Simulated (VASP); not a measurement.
# Zr3H (P6_3/mmc) in VASP: further runs

Zr3H is run at these levels: PBE; tasks: relaxation of cell and atoms, single point.

Program: VASP 6.6.1. These are calculated values, not measurements. Logs are shortened: lines on timing, memory, paths and dates and some standing lists are left out, and cuts for length are marked.

## (1) The cell of the first run

The structure is hexagonal, space group P6_3/mmc (No. 194). Conventional cell: a = 7.495 Å, b = 7.495 Å, c = 3.207 Å, α = 90.00°, β = 90.00°, γ = 120.00°. Within 3.3 Å of Zr (site symmetry mm2) lie 2 H at 2.35 Å and 8 Zr at 2.98 to 3.21 Å. H (site symmetry -6m2) has 6 Zr at 2.35 Å and 2 H at 3.21 Å within 3.3 Å.

The cell was generated, and may not be a known phase.

## (2) Relaxation of cell and atoms, PBE

INCAR reads:

```
ALGO = Normal ; EDIFF = 1E-7
EDIFFG = -0.04 ; ENCUT = 600
GGA = PE ; IBRION = 2
ISIF = 3 ; ISMEAR = 0
LASPH = True ; LCHARG = False
LREAL = False ; LWAVE = False
NELM = 80 ; NSW = 90
PREC = Accurate ; SIGMA = 0.1
```

KPOINTS reads:

```
k-points
0
Gamma
  3 3 6
```

POSCAR reads:

```
Zr3H
1.0
    7.4946401837      0.0000000000      0.0000000000
   -3.7473200919      6.4905487913      0.0000000000
    0.0000000000      0.0000000000      3.2068837592
Zr H
6 2
Direct
    0.2008844885      0.4017689770      0.2500000000
    0.5982310230      0.7991155115      0.2500000000
    0.2008844885      0.7991155115      0.2500000000
    0.7991155115      0.5982310230      0.7500000000
    0.4017689770      0.2008844885      0.7500000000
    0.7991155115      0.2008844885      0.7500000000
    0.3333333333      0.6666666667      0.7500000000
    0.6666666667      0.3333333333      0.2500000000
```

Potentials or basis: VASP PAW PBE potentials, release 64 (Zr_sv, H).

Launch:

```console
> cat potpaw_PBE.64/Zr_sv/POTCAR potpaw_PBE.64/H/POTCAR > POTCAR
> mpirun -np 1 vasp_std > vasp.out
```

OUTCAR:

```text
EDIFF = 1E-7
   EDIFFG = -0.04
   ENCUT = 600
   GGA = PE
   IBRION = 2
   ISIF = 3
   ISMEAR = 0
   LASPH = True
   LREAL = False
   NELM = 80
   NSW = 90
   PREC = Accurate

 ion  position               nearest neighbor table
   1  0.201  0.402  0.250-   7 2.35   7 2.35   2 2.98   3 2.98   6 3.06   6 3.06   5 3.06   5 3.06

   2  0.598  0.799  0.250-   7 2.35   7 2.35   1 2.98   3 2.98   6 3.06   6 3.06   4 3.06   4 3.06

   3  0.201  0.799  0.250-   7 2.35   7 2.35   2 2.98   1 2.98   4 3.06   4 3.06   5 3.06   5 3.06

   4  0.799  0.598  0.750-   8 2.35   8 2.35   5 2.98   6 2.98   3 3.06   3 3.06   2 3.06   2 3.06

   5  0.402  0.201  0.750-   8 2.35   8 2.35   4 2.98   6 2.98   3 3.06   3 3.06   1 3.06   1 3.06

   6  0.799  0.201  0.750-   8 2.35   8 2.35   5 2.98   4 2.98   1 3.06   1 3.06   2 3.06   2 3.06

   7  0.333  0.667  0.750-   3 2.35   3 2.35   2 2.35   2 2.35   1 2.35   1 2.35
   8  0.667  0.333  0.250-   6 2.35   6 2.35   5 2.35   5 2.35   4 2.35   4 2.35

  LATTYP: Found a hexagonal cell.
 ALAT       =     7.4946401837
 C/A-ratio  =     0.4278902897

  Lattice vectors:

 A1 = (   7.4946401837,   0.0000000000,   0.0000000000)
 A2 = (  -3.7473200919,   6.4905487913,   0.0000000000)
 A3 = (   0.0000000000,   0.0000000000,   3.2068837592)

Analysis of symmetry for initial positions (statically):
=====================================================================
 Subroutine PRICEL returns:
 Original cell was already a primitive cell.

 Routine SETGRP: Setting up the symmetry group for a
 hexagonal supercell.

 Subroutine GETGRP returns: Found 24 space group operations
 (whereof 12 operations were pure point group operations)
 out of a pool of 24 trial point group operations.

The static configuration has the point symmetry D_3d.
 The point group associated with its full space group is D_6h.

Analysis of symmetry for dynamics (positions and initial velocities):
=====================================================================
 Subroutine PRICEL returns:
 Original cell was already a primitive cell.

 Routine SETGRP: Setting up the symmetry group for a
 hexagonal supercell.

 Subroutine GETGRP returns: Found 24 space group operations
 (whereof 12 operations were pure point group operations)
 out of a pool of 24 trial point group operations.

The dynamic configuration has the point symmetry D_3d.
 The point group associated with its full space group is D_6h.

 Subroutine INISYM returns: Found 24 space group operations
 (whereof 12 operations are pure point group operations),
 and found     1 'primitive' translations

[... 87 lines left out ...]
   ISPIN  =      1    spin polarized calculation?
   LNONCOLLINEAR =      F non collinear calculations
   LSORBIT =      F    spin-orbit coupling
   LASPH  =      T    aspherical Exc in radial PAW
   ENCUT  =  600.0 eV  44.10 Ry    6.64 a.u.  14.97 14.97  6.40*2*pi/ulx,y,z
   NELM   =     80;   NELMIN=  2; NELMDL= -5     # of ELM steps
   EDIFF  = 0.1E-06   stopping-criterion for ELM
   LREAL  =      F    real-space projection
   EDIFFG = -.4E-01   stopping-criterion for IOM
   NSW    =     90    number of steps for IOM
   IBRION =      2    ionic relax: 0-MD 1-quasi-New 2-CG
   NFREE  =      1    steps in history (QN), initial steepest desc. (CG)
   ISIF   =      3    stress and relaxation
   ISYM   =      2    0-nonsym 1-usesym 2-fastsym
   POTIM  = 0.5000    time-step for ionic-motion
   TEBEG  =    0.0;   TEEND  =   0.0 temperature during run
   PSTRESS=    0.0 pullay stress
   NELECT =      74.0000    total number of electrons
   NUPDOWN=      -1.0000    fix difference up-down
   EMIN   =  10.00;   EMAX   =-10.00  energy-range for DOS
   EFERMI =   0.00;   METHOD = LEGACY
   ISMEAR =     0;   SIGMA  =   0.10  broadening in eV -4-tet -1-fermi 0-gaus
   EFERMI_NEDOS =   21; number of points for ismear=-14 and -15
   IALGO  =     38    algorithm
   IMIX   =      4    mixing-type and parameters
     AMIX     =   0.40;   BMIX     =  1.00
     AMIX_MAG =   1.60;   BMIX_MAG =  1.00
  volume/ion in A,a.u.               =      19.50       131.59
  Fermi-wavevector in a.u.,A,eV,Ry     =   1.276773  2.412751 22.179518  1.630149
  Thomas-Fermi vector in A             =   2.409410
   LORBIT       =      0    0 simple, 1 ext, 2 COOP (PROOUT), +10 PAW based schemes
   GGA     = PE    functional components
   LHFCALC =     F    Hartree Fock is set to
   AEXX    =    0.0000 exact exchange contribution
   IVDW    =     0    specifies the selected vdW correction
   LEPSILON=     F    determine dielectric tensor
   LRPA    =     F    only Hartree local field effects (RPA)
 conjugate gradient relaxation of ions
 non-spin polarized calculation
 Gauss-broadening in eV      SIGMA  =   0.10
  energy-cutoff  :      600.00
  volume of cell :      156.00
 maximum number of plane-waves:      5223
 NGX is ok and might be reduce to    60
   NGX = 29   NGY = 29   NGZ = 13

--------------------------------------- Ionic step        1  -------------------------------------------

 number of electron      73.9999999 magnetization

 Free energy of the ion-electron system (eV)
  ---------------------------------------------------
  ext. energy  EPLUGINS =         0.00000000
  ---------------------------------------------------
  free energy    TOTEN  =       -55.38319254 eV

  energy without entropy =      -55.33409959  energy(sigma->0) =      -55.35864607

------------------------ aborting loop because EDIFF is reached ----------------------------------------

  FORCE on cell =-STRESS in cart. coord.  units (eV):
  Direction    XX          YY          ZZ          XY          YZ          ZX
  --------------------------------------------------------------------------------------
  -------------------------------------------------------------------------------------
  Total        0.9735853      0.9735853     -0.6340609     -0.0000000     -0.0000000      0.0000000
  in kB        9.9992901      9.9992901     -6.5121764     -0.0000000     -0.0000000      0.0000000
  external PRESSURE =       4.4954680 kB  Pullay stress =       0.0000000 kB
[... 113 lines left out ...]
--------------------------------------- Ionic step        4  -------------------------------------------

 number of electron      74.0000000 magnetization

 Free energy of the ion-electron system (eV)
  ---------------------------------------------------
  ext. energy  EPLUGINS =         0.00000000
  ---------------------------------------------------
  free energy    TOTEN  =       -55.39758230 eV

  energy without entropy =      -55.34328233  energy(sigma->0) =      -55.37043231

 E-fermi :   7.7016     XC(G=0): -10.6043

 val. band max:        7.6200433437   @ k =   0.3333   0.3333   0.1667
 cond. band min:       7.7062204651   @ k =   0.3333  -0.0000   0.3333
 fundamental gap:      0.0861771214
 Fermi energy:         7.7015767888

 k-point     1 :       0.0000    0.0000    0.0000
  band No.  band energies     occupation
      1     -41.0746      2.00000
      2     -40.9556      2.00000
      3     -40.9556      2.00000
      4     -40.9288      2.00000
      5     -40.8847      2.00000
      6     -40.8847      2.00000
[... 588 lines left out ...]
  FREE ENERGIE OF THE ION-ELECTRON SYSTEM (eV)
  ---------------------------------------------------
  free  energy   TOTEN  =       -55.3975822976 eV

  energy  without entropy=      -55.3432823280  energy(sigma->0) =      -55.37043231

 reached required accuracy - stopping structural energy minimisation
```

OSZICAR:

```text
N       E                     dE             d eps       ncg     rms          rms(c)
DAV:   1     0.872206457131E+03    0.87221E+03   -0.42370E+04  1072   0.184E+03
DAV:   2     0.244114915230E+02   -0.84779E+03   -0.83546E+03  1228   0.523E+02
DAV:   3    -0.487374067753E+02   -0.73149E+02   -0.71565E+02  1640   0.110E+02
[... 43 lines left out ...]
DAV:   6    -0.553975724795E+02   -0.17261E-03   -0.40976E-04  1492   0.714E-02    0.202E-02
DAV:   7    -0.553975807930E+02   -0.83135E-05   -0.18892E-05  1360   0.207E-02    0.457E-03
DAV:   8    -0.553975820062E+02   -0.12132E-05   -0.99420E-07  1180   0.432E-03    0.174E-03
DAV:   9    -0.553975823436E+02   -0.33739E-06   -0.17675E-07   732   0.261E-03    0.427E-04
DAV:  10    -0.553975822976E+02    0.45968E-07   -0.26776E-08   668   0.117E-03
   4 F= -.55397582E+02 E0= -.55370432E+02  d E =-.236092E-02
```

CONTCAR:

```text
Zr3H
   1.00000000000000
     7.5639955983801581   -0.0000000000005319    0.0000000000000000
    -3.7819977992410023    6.5506123423030687    0.0000000000000000
    -0.0000000000000000   -0.0000000000000000    3.1715977357914822
  Zr              H
     6     2
Direct
     0.2017088067408492    0.4034176134816984    0.2500000000000000
     0.5965823865183018    0.7982911932591508    0.2500000000000000
     0.2017088067408492    0.7982911932591508    0.2500000000000000
     0.7982911932591508    0.5965823865183018    0.7500000000000000
     0.4034176134816984    0.2017088067408492    0.7500000000000000
     0.7982911932591508    0.2017088067408492    0.7500000000000000
     0.3333333332999970    0.6666666667000030    0.7500000000000000
     0.6666666667000030    0.3333333332999970    0.2500000000000000

  0.00000000E+00  0.00000000E+00  0.00000000E+00
  0.00000000E+00  0.00000000E+00  0.00000000E+00
  0.00000000E+00  0.00000000E+00  0.00000000E+00
  0.00000000E+00  0.00000000E+00  0.00000000E+00
  0.00000000E+00  0.00000000E+00  0.00000000E+00
  0.00000000E+00  0.00000000E+00  0.00000000E+00
  0.00000000E+00  0.00000000E+00  0.00000000E+00
  0.00000000E+00  0.00000000E+00  0.00000000E+00
```

It took 3 min on 1 thread of Intel Xeon 6975P-C (Granite Rapids), shared host; peak memory 0.35 GiB.

Results:

- Free energy: -55.3976 eV
- Relaxed volume: 19.64 Å³/atom
- Relaxed cell: a = 7.564 Å, b = 7.564 Å, c = 3.172 Å, α = 90.00°, β = 90.00°, γ = 120.00°
- Space group after relaxing (to 0.1 Å): P6_3/mmc (No. 194)
- Energy gained by relaxing: 1.8 meV/atom
- Ionic steps: 4
- Pressure after relaxing: 0.1 GPa
- Largest force after relaxing: 0.030 eV/Å
- Band gap on the k mesh: zero (bands 37 and 38 overlap by 1.05 eV)

Forces on the atoms (eV/Å):
```
Zr   0.000  0.030  0.000
Zr  -0.026 -0.015  0.000
Zr   0.026 -0.015  0.000
Zr   0.000 -0.030  0.000
Zr   0.026  0.015  0.000
Zr  -0.026  0.015  0.000
H    0.000  0.000  0.000
H    0.000  0.000  0.000
```

Step by step:
```tsv
step	energy change (eV)	largest force (eV/Å)	pressure (GPa)	volume (Å³)
1	0.0000	0.0734	0.45	156.00
2	-0.0104	0.0702	-0.08	157.23
3	-0.0120	0.0725	-0.39	157.98
4	-0.0144	0.0305	0.13	157.15
```

Final structure:
```
Zr H
1.0
     7.56400    0.00000    0.00000
    -3.78200    6.55061    0.00000
     0.00000    0.00000    3.17160
Zr H
6 2
Direct
  0.20171 0.40342 0.25000
  0.59658 0.79829 0.25000
  0.20171 0.79829 0.25000
  0.79829 0.59658 0.75000
  0.40342 0.20171 0.75000
  0.79829 0.20171 0.75000
  0.33333 0.66667 0.75000
  0.66667 0.33333 0.25000
```

## (3) Relaxation of cell and atoms, PBE

This run uses another cell than the first one, of 18.45 Å³/atom.

INCAR reads:

```
SYSTEM = Zr3H
PREC = Accurate
ENCUT = 600
EDIFF = 1E-6
ISMEAR = 0
SIGMA = 0.1
LREAL = .FALSE.
LASPH = .TRUE.
NELM = 60
ALGO = Normal
ISIF = 3
LWAVE = .FALSE.
LCHARG = .FALSE.
GGA = PE
IBRION = 2
NSW = 90
EDIFFG = -0.04
```

KPOINTS reads:

```
regular mesh
0
G
  3 3 4
  0 0 0
```

POSCAR reads:

```
Zr3H
1.0
    6.0435159900      0.0000000000      0.0000000000
   -3.0217580000      5.2338383800      0.0000000000
    0.0000000000      0.0000000000      4.6664543400
Zr H
6 2
Direct
    0.1647539700      0.3295079500      0.2500000000
    0.6704920500      0.8352460300      0.2500000000
    0.1647539700      0.8352460300      0.2500000000
    0.8352460300      0.6704920500      0.7500000000
    0.3295079500      0.1647539700      0.7500000000
    0.8352460300      0.1647539700      0.7500000000
    0.3333333300      0.6666666700      0.7500000000
    0.6666666700      0.3333333300      0.2500000000
```

Potentials or basis: VASP PAW PBE potentials, release 64 (Zr_sv, H).

Launch:

```console
> cat potpaw_PBE.64/Zr_sv/POTCAR potpaw_PBE.64/H/POTCAR > POTCAR
> mpirun -np 1 vasp_std > vasp.out
```

Run time: 14 min. Hardware: 1 thread of Intel Xeon 6975P-C (Granite Rapids), shared host; peak memory 0.32 GiB.

The run converged. Its results:

* Free energy: -55.4137 eV
* Relaxed volume: 19.46 Å³/atom
* Relaxed cell: a = 7.497 Å, b = 7.497 Å, c = 3.198 Å, α = 90.00°, β = 90.00°, γ = 120.00°
* Space group after relaxing (to 0.1 Å): P6_3/mmc (No. 194)
* Energy gained by relaxing: 431.4 meV/atom
* Ionic steps: 29
* Pressure after relaxing: 0.2 GPa
* Largest force after relaxing: 0.018 eV/Å
* Band gap on the k mesh: zero (bands 37 and 38 overlap by 1.13 eV)

Forces on the atoms (eV/Å):
```
Zr   0.000  0.018  0.000
Zr  -0.016 -0.009  0.000
Zr   0.016 -0.009  0.000
Zr   0.000 -0.018  0.000
Zr   0.016  0.009  0.000
Zr  -0.016  0.009  0.000
H    0.000  0.000  0.000
H    0.000  0.000  0.000
```

Stress tensor (GPa, compression positive):
```
0.17 0.00 0.00
0.00 0.17 0.00
0.00 0.00 0.32
```

The path:
```
step  energy change (eV)  largest force (eV/Å)  pressure (GPa)  volume (Å³)
   1              0.0000                1.3977            4.99       147.60
   2             -0.3829                0.1168           -2.81       160.19
   3             -0.3986                0.3059           -1.68       157.93
   4             -0.4470                0.1051           -0.40       154.41
   5             -0.4497                0.0333            0.02       153.37
   6             -0.4538                0.0365            0.04       153.22
   7             -0.4691                0.0421            0.10       152.75
   8             -0.5170                0.0419            0.34       151.73
   9             -0.6933                0.0558            0.98       149.38
  10             -1.2553                0.2658            3.63       143.38
  11             -1.3815                0.4544           24.52       125.79
  12             -1.7727                0.6877           16.98       130.86
  13             -1.6065                0.5272           20.62       128.37
  14             -1.5256                0.4855           22.33       127.22
  15             -1.6014                0.4890           21.73       127.76
  16             -1.8178                0.4978           19.91       129.38
  17             -2.2021                0.5079           16.47       132.68
  18             -2.7849                0.5096           10.34       139.44
  19             -3.2883                0.4974            0.74       153.64
  20             -3.2962                0.4960           -0.33       155.64
  21             -3.2960                0.4957           -0.64       156.25
  22             -3.3169                0.4647           -0.63       156.27
  23             -3.3707                0.3734           -0.57       156.32
  24             -3.4370                0.1914           -0.36       156.37
  25             -3.3897                0.0999            0.40       156.32
  26             -3.4480                0.0575           -0.16       156.38
  27             -3.4482                0.0753           -0.19       156.38
  28             -3.4498                0.0545           -0.04       156.12
  29             -3.4508                0.0184            0.22       155.66
```

Final structure:
```
Zr H
1.0
     7.49706    0.00000    0.00000
    -3.74853    6.49265    0.00000
     0.00000    0.00000    3.19788
Zr H
6 2
Direct
  0.20057 0.40115 0.25000
  0.59885 0.79943 0.25000
  0.20057 0.79943 0.25000
  0.79943 0.59885 0.75000
  0.40115 0.20057 0.75000
  0.79943 0.20057 0.75000
  0.33333 0.66667 0.75000
  0.66667 0.33333 0.25000
```

Levels at points of the mesh, in eV from the Fermi level:
```
           k point  band 34  band 35  band 36  band 37  band 38  band 39  band 40  band 41
(0.00, 0.00, 0.00)    -1.51    -1.51     0.49     0.94     0.94     1.22     1.22     1.57
(0.00, 0.00, 0.50)    -0.63    -0.63    -0.63    -0.19    -0.19     0.27     0.27     2.16
```

Caveat: the k points lie up to 0.49 Å⁻¹ apart in the final cell, too coarse for converged energies and pressures of a metal; a cell axis changed by over 15 % at a fixed basis, so the end point is rough.

(Part 1 of 2 ends here.)

The gap in the log of VASP goes by the Fermi energy; the results here count the filled bands.